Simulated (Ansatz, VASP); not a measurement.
Two plane-wave programs on InSe

The input INCAR:

```
  PREC = Accurate
  ENCUT = 520
  EDIFF = 1E-7
  ISMEAR = 0
  SIGMA = 0.02
  LREAL = F
  LASPH = T
  NELM = 100
  ALGO = Normal
  ISIF = 2
  LWAVE = F
  LCHARG = F
  GGA = PE
  IVDW = 12
  NBANDS = 27
```

Contents of KPOINTS:

```
Automatic mesh
0
Gamma
  10 10 8
```

File POSCAR:

```
InSe
1.0
    5.9466148471     -2.0692639538      0.0175615608
    5.9466148471      2.0692639538      0.0175615608
   -1.6081140243      0.0000000000      4.1991654087
In Se
2 2
Direct
    0.8848552884      0.8848552884      0.0193391515
    0.1151447116      0.1151447116      0.9806608485
    0.6529405870      0.6529405870      0.6335435797
    0.3470594130      0.3470594130      0.3664564203
```

Input for Ansatz:

```yaml
crystal:
  lattice:
    - [5.9466148471, -2.0692639538, 0.0175615608]
    - [5.9466148471, 2.0692639538, 0.0175615608]
    - [-1.6081140243, 0.0, 4.1991654087]
  atoms:
    - { symbol: In, position: [0.8848552884, 0.8848552884, 0.0193391515] }
    - { symbol: In, position: [0.1151447116, 0.1151447116, 0.9806608485] }
    - { symbol: Se, position: [0.652940587, 0.652940587, 0.6335435797] }
    - { symbol: Se, position: [0.347059413, 0.347059413, 0.3664564203] }
basis:
  ecutwfc: 420
kpoints:
  mp_grid: { grid: [10, 10, 8] }
  band_path:
    path:
      - [[0.0, 0.0, 0.0], [-0.28463256, 0.28463256, 0.0]]
      - [[-0.71536744, -0.28463256, 0.0], [-0.5, -0.5, 0.0], [0.0, 0.0, 0.0], [-0.5, -0.5, 0.5], [-0.7478746, -0.2521254, 0.5]]
      - [[-0.2521254, 0.2521254, 0.5], [0.0, 0.0, 0.5], [0.0, 0.0, 0.0]]
      - [[-0.5, 0.0, 0.5], [0.0, 0.0, 0.0], [-0.5, 0.0, 0.0]]
    npoints: 14
hamiltonian:
  xc: pbe
  dispersion: d3bj
scf:
  occupations: { method: gaussian, width: 0.02 }
  n_extra_bands: 10
output:
  forces: true
  stress: true
  eigenvalues: true
  populations: true
  dos: { projected: true, de: 0.02, nscf_kmesh: { grid: [15, 15, 12] } }
  bader: true
  write_density: true
  write_potential: true
  elf: true
  volumetric_format: npy
```

Alike in both runs: task single point; functional PBE; dispersion D3(BJ); k mesh 10 × 10 × 8; occupations gaussian, width 0.02 eV; no spin polarisation.

|  | VASP | Ansatz |
| --- | --- | --- |
| version | VASP 6.6.1 | Ansatz 0.2.0 |
| potentials or method | VASP PAW PBE potentials, release 64 (In_d, Se), cutoff 520 eV | scalar-relativistic, plane waves, PAW |
| valence electrons in the cell | 38 | 58 |

|  | VASP | Ansatz | Ansatz less VASP |
| --- | --- | --- | --- |
| gap on the k mesh at the Fermi level (eV) | 0.56 | 0.56 | +0.005 |
| least direct gap on the mesh (eV) | 1.00 | 1.01 | +0.006 |
| pressure (GPa) | 0.0 | 0.0 | -0.04 |
| rms of the force components (eV/Å) | 0.006 | 0.001 | -0.0047 |

Atom by atom the forces differ by 0.006 eV/Å (rms over components). VASP's potentials hold 38 valence electrons a cell and Ansatz's 58, so a difference there can come from the potentials and not from the codes.
